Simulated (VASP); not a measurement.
# Zn (P6_3/mmc) in VASP: further runs

The runs below take Zn through single point, with PBE.

All numbers are computed with VASP 6.6.1; they aren't measurements. Logs are shortened: lines on timing, memory, paths and dates and some standing lists are left out, and cuts for length are marked.

### Step 1. The cell of the first run

It takes space group P6_3/mmc (No. 194, hexagonal). Conventional cell: a = 2.452 Å, b = 2.452 Å, c = 4.551 Å, α = 90.00°, β = 90.00°, γ = 120.00°. Within 3.2 Å of Zn (site symmetry -6m2) lie 12 Zn at 2.45 to 2.68 Å.

### Step 2. Single point, PBE (strain -0.080 along x and y, -0.080 along z)

File INCAR:

```
PREC = Accurate ; ENCUT = 520
EDIFF = 1E-6 ; ISMEAR = 0
SIGMA = 0.15 ; LREAL = F
LASPH = T ; NELM = 80
ALGO = Fast ; ISIF = 2
LWAVE = F ; LCHARG = F
GGA = PE ; NBANDS = 19
```

File KPOINTS:

```
Automatic mesh
0
Gamma
  24 24 10
```

File POSCAR:

```
Zn
1.0
    2.4516142089      0.0000000000      0.0000000000
   -1.2258071045      2.1231601852      0.0000000000
    0.0000000000      0.0000000000      4.5509640000
Zn
2
Direct
    0.3333333333      0.6666666667      0.2500000000
    0.6666666667      0.3333333333      0.7500000000
```

Potentials or basis: VASP PAW PBE potentials, release 64 (Zn).

Command:

```sh
> cat potpaw_PBE.64/Zn/POTCAR > POTCAR
> mpirun -np 1 vasp_std > vasp.out
```

OUTCAR:

```text
PREC = Accurate
   ENCUT = 520
   EDIFF = 1E-6
   ISMEAR = 0
   LREAL = F
   LASPH = T
   NELM = 80
   ISIF = 2
   GGA = PE

 ion  position               nearest neighbor table
   1  0.333  0.667  0.250-   2 2.68   2 2.68   2 2.68   2 2.68   2 2.68   2 2.68
   2  0.667  0.333  0.750-   1 2.68   1 2.68   1 2.68   1 2.68   1 2.68   1 2.68

  LATTYP: Found a hexagonal cell.
 ALAT       =     2.4516142089
 C/A-ratio  =     1.8563132745

  Lattice vectors:

 A1 = (   2.4516142089,   0.0000000000,   0.0000000000)
 A2 = (  -1.2258071045,   2.1231601852,   0.0000000000)
 A3 = (   0.0000000000,   0.0000000000,   4.5509640000)

Analysis of symmetry for initial positions (statically):
=====================================================================
 Subroutine PRICEL returns:
 Original cell was already a primitive cell.

 Routine SETGRP: Setting up the symmetry group for a
 hexagonal supercell.

 Subroutine GETGRP returns: Found 24 space group operations
 (whereof 12 operations were pure point group operations)
 out of a pool of 24 trial point group operations.

The static configuration has the point symmetry D_3d.
 The point group associated with its full space group is D_6h.

Analysis of symmetry for dynamics (positions and initial velocities):
=====================================================================
 Subroutine PRICEL returns:
 Original cell was already a primitive cell.

 Routine SETGRP: Setting up the symmetry group for a
 hexagonal supercell.

 Subroutine GETGRP returns: Found 24 space group operations
 (whereof 12 operations were pure point group operations)
 out of a pool of 24 trial point group operations.

The dynamic configuration has the point symmetry D_3d.
 The point group associated with its full space group is D_6h.

 Subroutine INISYM returns: Found 24 space group operations
 (whereof 12 operations are pure point group operations),
 and found     1 'primitive' translations

----------------------------------------------------------------------------------------

                                     Primitive cell

  volume of cell :      23.6885

  direct lattice vectors                    reciprocal lattice vectors
     2.451614209  0.000000000  0.000000000     0.407894520  0.235498011  0.000000000
    -1.225807105  2.123160185  0.000000000     0.000000000  0.470996021  0.000000000
     0.000000000  0.000000000  4.550964000     0.000000000  0.000000000  0.219733665

  length of vectors
     2.451614209  2.451614209  4.550964000     0.470996021  0.470996021  0.219733665

  position of ions in fractional coordinates (direct lattice)
     0.333333333  0.666666667  0.250000000
     0.666666667  0.333333333  0.750000000

  ion indices of the primitive-cell ions
   primitive index   ion index
                 1           1
                 2           2

----------------------------------------------------------------------------------------

 KPOINTS: Automatic mesh

Automatic generation of k-mesh.
 Grid dimensions read from file:
 generate k-points for:   24   24   10

 Generating k-lattice:

  Cartesian coordinates                     Fractional coordinates (reciprocal lattice)
     0.016995605  0.009812417  0.000000000     0.041666667  0.000000000  0.000000000
     0.000000000  0.019624834  0.000000000     0.000000000  0.041666667  0.000000000
     0.000000000  0.000000000  0.021973367     0.000000000  0.000000000  0.100000000

  Length of vectors
     0.019624834  0.019624834  0.021973367

  Shift w.r.t. Gamma in fractional coordinates (k-lattice)
     0.000000000  0.000000000  0.000000000

 Subroutine IBZKPT returns following result:
 ===========================================

 Found    366 irreducible k-points:

 Following reciprocal coordinates:
            Coordinates               Weight
  0.000000  0.000000  0.000000      1.000000
  0.041667 -0.000000  0.000000      6.000000
  0.083333  0.000000  0.000000      6.000000
  0.125000  0.000000  0.000000      6.000000
  0.166667  0.000000  0.000000      6.000000
  0.208333  0.000000  0.000000      6.000000
[... 16 lines left out ...]
  0.416667  0.041667  0.000000     12.000000
  0.458333  0.041667  0.000000     12.000000
 [... further k-points ...]
   k-points           NKPTS =    366   k-points in BZ     NKDIM =    366   number of bands    NBANDS=     19
   number of dos      NEDOS =    301   number of ions     NIONS =      2
   total plane-waves  NPLWV =  11664
   dimension x,y,z NGX =    18 NGY =   18 NGZ =   36
   dimension x,y,z NGXF=    36 NGYF=   36 NGZF=   72
   ions per type =               2
   NGX,Y,Z   is equivalent  to a cutoff of  12.21, 12.21, 13.15 a.u.
   NGXF,Y,Z  is equivalent  to a cutoff of  24.41, 24.41, 26.30 a.u.
 SYSTEM =  unknown system
   PREC   = accura    normal or accurate (medium, high low for compatibility)
   ISTART =      0    job   : 0-new  1-cont  2-samecut
   ICHARG =      2    charge: 1-file 2-atom 10-const
   ISPIN  =      1    spin polarized calculation?
   LNONCOLLINEAR =      F non collinear calculations
   LSORBIT =      F    spin-orbit coupling
   LASPH  =      T    aspherical Exc in radial PAW
   ENCUT  =  520.0 eV  38.22 Ry    6.18 a.u.   4.56  4.56  8.46*2*pi/ulx,y,z
   NELM   =     80;   NELMIN=  2; NELMDL= -5     # of ELM steps
   EDIFF  = 0.1E-05   stopping-criterion for ELM
   LREAL  =      F    real-space projection
   EDIFFG = 0.1E-04   stopping-criterion for IOM
   NSW    =      0    number of steps for IOM
   IBRION =     -1    ionic relax: 0-MD 1-quasi-New 2-CG
   NFREE  =      0    steps in history (QN), initial steepest desc. (CG)
   ISIF   =      2    stress and relaxation
   ISYM   =      2    0-nonsym 1-usesym 2-fastsym
   POTIM  = 0.5000    time-step for ionic-motion
   TEBEG  =    0.0;   TEEND  =   0.0 temperature during run
   PSTRESS=    0.0 pullay stress
   NELECT =      24.0000    total number of electrons
   NUPDOWN=      -1.0000    fix difference up-down
   EMIN   =  10.00;   EMAX   =-10.00  energy-range for DOS
   EFERMI =   0.00;   METHOD = LEGACY
   ISMEAR =     0;   SIGMA  =   0.15  broadening in eV -4-tet -1-fermi 0-gaus
   EFERMI_NEDOS =   21; number of points for ismear=-14 and -15
   IALGO  =     68    algorithm
   IMIX   =      4    mixing-type and parameters
     AMIX     =   0.40;   BMIX     =  1.00
     AMIX_MAG =   1.60;   BMIX_MAG =  1.00
  volume/ion in A,a.u.               =      11.84        79.93
  Fermi-wavevector in a.u.,A,eV,Ry     =   1.644242  3.107167 36.783796  2.703533
  Thomas-Fermi vector in A             =   2.734241
   LORBIT       =      0    0 simple, 1 ext, 2 COOP (PROOUT), +10 PAW based schemes
   GGA     = PE    functional components
   LHFCALC =     F    Hartree Fock is set to
   AEXX    =    0.0000 exact exchange contribution
   IVDW    =     0    specifies the selected vdW correction
   LEPSILON=     F    determine dielectric tensor
   LRPA    =     F    only Hartree local field effects (RPA)
 non-spin polarized calculation
 RMM-DIIS sequential band-by-band and
 Gauss-broadening in eV      SIGMA  =   0.15
  energy-cutoff  :      520.00
  volume of cell :       23.69
 maximum number of plane-waves:       659
   NGX =  9   NGY =  9   NGZ = 17

 number of electron      24.0000042 magnetization

 Free energy of the ion-electron system (eV)
  ---------------------------------------------------
  ext. energy  EPLUGINS =         0.00000000
  ---------------------------------------------------
  free energy    TOTEN  =        -1.64063426 eV

  energy without entropy =       -1.63724074  energy(sigma->0) =       -1.63893750

 E-fermi :   5.1728     XC(G=0): -12.9242

 val. band max:        5.1623126906   @ k =   0.2083   0.0833   0.1000
 cond. band min:       5.2148633292   @ k =   0.2500   0.1250   0.0000
 fundamental gap:      0.0525506386
 Fermi energy:         5.1728116640

 k-point     1 :       0.0000    0.0000    0.0000
  band No.  band energies     occupation
      1      -7.4631      2.00000
      2      -4.8499      2.00000
      3      -3.7053      2.00000
      4      -3.3447      2.00000
      5      -3.3447      2.00000
      6      -3.2622      2.00000
[... 11 lines left out ...]
     18      26.5218      0.00000
     19      27.7308      0.00000

 k-point     2 :       0.0417   -0.0000    0.0000
  band No.  band energies     occupation
      1      -7.4017      2.00000
      2      -4.8166      2.00000
      3      -3.6966      2.00000
      4      -3.3539      2.00000
      5      -3.3261      2.00000
      6      -3.2719      2.00000
[... 11 lines left out ...]
     18      26.1319      0.00000
     19      28.5120      0.00000

 k-point     3 :       0.0833    0.0000    0.0000
  band No.  band energies     occupation
      1      -7.2186      2.00000
      2      -4.7210      2.00000
      3      -3.6739      2.00000
      4      -3.3774      2.00000
      5      -3.2975      2.00000
      6      -3.2712      2.00000
[... 11 lines left out ...]
     18      25.6414      0.00000
     19      28.8042      0.00000

 k-point     4 :       0.1250    0.0000    0.0000
  band No.  band energies     occupation
      1      -6.9181      2.00000
      2      -4.5770      2.00000
      3      -3.6497      2.00000
      4      -3.4080      2.00000
      5      -3.3197      2.00000
      6      -3.1829      2.00000
[... 11 lines left out ...]
     18      25.1903      0.00000
     19      26.7989      0.00000

 k-point     5 :       0.1667    0.0000    0.0000
  band No.  band energies     occupation
      1      -6.5097      2.00000
      2      -4.4124      2.00000
      3      -3.6374      2.00000
      4      -3.4502      2.00000
      5      -3.2914      2.00000
      6      -3.2302      2.00000
[... 11 lines left out ...]
     18      24.4776      0.00000
     19      24.6366      0.00000
[... 334 lines left out ...]
      2      -4.3154      2.00000
      3      -4.0142      2.00000
      4      -3.3456      2.00000
      5      -3.2747      2.00000
      6      -3.0805      2.00000
[... 11 lines left out ...]
     18      23.3170      0.00000
     19      24.2456      0.00000

 k-point    22 :       0.3750    0.0417    0.0000
  band No.  band energies     occupation
      1      -4.4876      2.00000
      2      -4.3646      2.00000
      3      -4.1006      2.00000
      4      -3.3333      2.00000
      5      -3.2500      2.00000
      6      -3.0919      2.00000
[... 11 lines left out ...]
     18      23.0950      0.00000
     19      23.7900      0.00000

 k-point    23 :       0.4167    0.0417    0.0000
  band No.  band energies     occupation
      1      -4.4943      2.00000
      2      -4.3923      2.00000
      3      -4.1572      2.00000
      4      -3.3750      2.00000
      5      -3.1829      2.00000
      6      -3.1167      2.00000
[... 11 lines left out ...]
     18      22.9482      0.00000
     19      23.4816      0.00000

 k-point    24 :       0.4583    0.0417    0.0000
  band No.  band energies     occupation
      1      -4.5080      2.00000
      2      -4.4047      2.00000
      3      -4.1851      2.00000
      4      -3.3966      2.00000
      5      -3.1485      2.00000
      6      -3.1294      2.00000
[... 11 lines left out ...]
     18      22.8754      0.00000
     19      23.3195      0.00000

 [... further k-points ...]
[... 5 lines left out ...]
  --------------------------------------------------------------------------------------
  -------------------------------------------------------------------------------------
  Total        5.7902644      5.7902644      4.0653514     -0.0000000     -0.0000000      0.0000000
  in kB      391.6252534    391.6252534    274.9605473     -0.0000000     -0.0000000      0.0000000
  external PRESSURE =     352.7370180 kB  Pullay stress =       0.0000000 kB

 VOLUME and BASIS-vectors are now :
 -----------------------------------------------------------------------------
  energy-cutoff  :      520.00
  volume of cell :       23.69
      direct lattice vectors                 reciprocal lattice vectors
     2.451614209  0.000000000  0.000000000     0.407894520  0.235498011  0.000000000
    -1.225807105  2.123160185  0.000000000     0.000000000  0.470996021  0.000000000
     0.000000000  0.000000000  4.550964000     0.000000000  0.000000000  0.219733665

 POSITION                                       TOTAL-FORCE (eV/Angst)
 -----------------------------------------------------------------------------------
     -0.00000      1.41544      1.13774        -0.000000      0.000000      0.000000
      1.22581      0.70772      3.41322         0.000000     -0.000000      0.000000
 -----------------------------------------------------------------------------------
    total drift:                               -0.000000      0.000000      0.000000

  FREE ENERGIE OF THE ION-ELECTRON SYSTEM (eV)
  ---------------------------------------------------
  free  energy   TOTEN  =        -1.6406342603 eV

  energy  without entropy=       -1.6372407382  energy(sigma->0) =       -1.63893750
```

It took 60 s on 1 thread of Intel Xeon 6975P-C (Granite Rapids), shared host; peak memory 0.23 GiB.

Results:

* Free energy: -1.6406 eV
* Pressure: 35.3 GPa
* Band gap on the k mesh: zero (band 12 reaches 6.73 eV, above the bottom of band 13 at 2.38 eV)

Caveat: the cell differs from its parent crystal (strain -0.080 along x and y, -0.080 along z).

### Step 3. Single point, PBE (strain -0.080 along x and y, -0.040 along z)

File INCAR:

```
SYSTEM = Zn
PREC = Accurate ; ENCUT = 520
EDIFF = 1E-6 ; ISMEAR = 0
SIGMA = 0.15 ; LREAL = .FALSE.
LASPH = .TRUE. ; NELM = 60
ALGO = Fast ; ISIF = 2
LWAVE = .FALSE. ; LCHARG = .FALSE.
GGA = PE ; NBANDS = 19
```

File KPOINTS:

```
regular mesh
0
G
  24 24 10
  0 0 0
```

POSCAR, as its differences from that of step 2:

```diff
@@ -4,3 +4,3 @@
    -1.2258071045      2.1231601852      0.0000000000
-    0.0000000000      0.0000000000      4.5509640000
+    0.0000000000      0.0000000000      4.7488320000
 Zn
```

Potentials or basis: VASP PAW PBE potentials, release 64 (Zn).

Command:

```sh
> cat potpaw_PBE.64/Zn/POTCAR > POTCAR
> mpirun -np 1 vasp_std > vasp.out
```

Wall time 58 s (1 thread of Intel Xeon 6975P-C (Granite Rapids), shared host); peak memory 0.24 GiB.

It converged, with:

```yaml
Free_energy: -1.7840 eV
Pressure: 28.6 GPa
Band_gap_on_the_k_mesh: zero (band 12 reaches 6.50 eV, above the bottom of band 13 at 1.40 eV)
```

Stress tensor (GPa, compression positive):
```
33.95  0.00  0.00
 0.00 33.95  0.00
 0.00  0.00 17.84
```

Levels at points of the mesh, in eV from the Fermi level:
```
           k point  band 9  band 10  band 11  band 12  band 13  band 14  band 15  band 16
(0.00, 0.00, 0.00)   -7.55    -7.31    -7.31    -4.83    -3.18    14.16    18.46    21.58
(0.50, 0.00, 0.00)   -7.01    -6.99    -3.20    -1.91     3.16     3.96     5.46     6.34
(0.00, 0.00, 0.50)   -7.41    -7.41    -7.41    -7.41     4.58     4.58    22.31    22.31
(0.50, 0.00, 0.50)   -7.00    -7.00    -2.30    -2.30     1.02     1.02    11.14    11.14
```

Caveat: the cell differs from its parent crystal (strain -0.080 along x and y, -0.040 along z).

### Step 4. Single point, PBE (strain -0.080 along x and y, +0.000 along z)

File INCAR:

```
SYSTEM = Zn
PREC = Accurate
ENCUT = 520
EDIFF = 1E-6
ISMEAR = 0
SIGMA = 0.15
LREAL = .FALSE.
LASPH = .TRUE.
NELM = 100
ALGO = Fast
ISIF = 2
LWAVE = .FALSE.
LCHARG = .FALSE.
GGA = PE
NBANDS = 19
```

KPOINTS is that of step 3.

POSCAR, as its differences from that of step 3:

```diff
@@ -4,3 +4,3 @@
    -1.2258071045      2.1231601852      0.0000000000
-    0.0000000000      0.0000000000      4.7488320000
+    0.0000000000      0.0000000000      4.9467000000
 Zn
```

Command:

```sh
> cat potpaw_PBE.64/Zn/POTCAR > POTCAR
> mpirun -np 1 vasp_std > vasp.out
```

It took 65 s on 1 thread of Intel Xeon 6975P-C (Granite Rapids), shared host; peak memory 0.25 GiB.

The run converged. Its results:

- Free energy: -1.8744 eV
- Pressure: 23.4 GPa
- Band gap on the k mesh: zero (band 12 reaches 6.33 eV, above the bottom of band 13 at 0.53 eV)

Stress tensor (GPa, compression positive):
```
29.74  0.00  0.00
 0.00 29.74  0.00
 0.00  0.00 10.68
```

Levels at points of the mesh, in eV from the Fermi level:
```csv
k point,band 9,band 10,band 11,band 12,band 13,band 14,band 15,band 16
"(0.00, 0.00, 0.00)",-7.42,-7.24,-7.24,-4.75,-3.69,12.38,16.79,21.95
"(0.50, 0.00, 0.00)",-6.91,-6.90,-2.92,-1.71,2.84,3.96,5.00,6.20
"(0.00, 0.00, 0.50)",-7.32,-7.32,-7.32,-7.32,3.66,3.66,22.55,22.55
"(0.50, 0.00, 0.50)",-6.90,-6.90,-2.08,-2.08,1.10,1.10,10.34,10.34
```

Caveat: the cell differs from its parent crystal (strain -0.080 along x and y, +0.000 along z).

[end of part 1 of 2]
